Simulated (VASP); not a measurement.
A run of VASP 6.6.1 is set up as follows.

INCAR

```
ALGO = Normal
EDIFF = 1E-6
ENCUT = 520
GGA = RP
ISIF = 2
ISMEAR = -1
LASPH = True
LCHARG = False
LREAL = False
LWAVE = False
NBANDS = 24
NELM = 60
PREC = Accurate
SIGMA = 0.1
```

The input KPOINTS:

```
k-points
0
Gamma
  9 9 13
```

The input POSCAR:

```
Ta
1.0
    4.9575877683      0.0000000000      0.0000000000
   -2.4787938841      4.2933969489      0.0000000000
    0.0000000000      0.0000000000      2.7836482933
Ta
3
Direct
    0.0000000000      1.0000000000      0.0000000000
    0.3333333333      0.6666666667      0.5000000000
    0.6666666667      0.3333333333      0.5000000000
```

Potentials or basis: VASP PAW PBE potentials, release 64 (Ta_pv).

Launch:

```console
$ cat potpaw_PBE.64/Ta_pv/POTCAR > POTCAR
$ mpirun -np 1 vasp_std > vasp.out
```

**Question.** Estimate the pressure.

**Answer.** -6.5 GPa.

Stress tensor (GPa, compression positive):
```
-6.17  0.00  0.00
 0.00 -6.17  0.00
 0.00  0.00 -7.03
```

Caveat: the PAW data sets were made with another functional, which shifts forces and pressure a little.
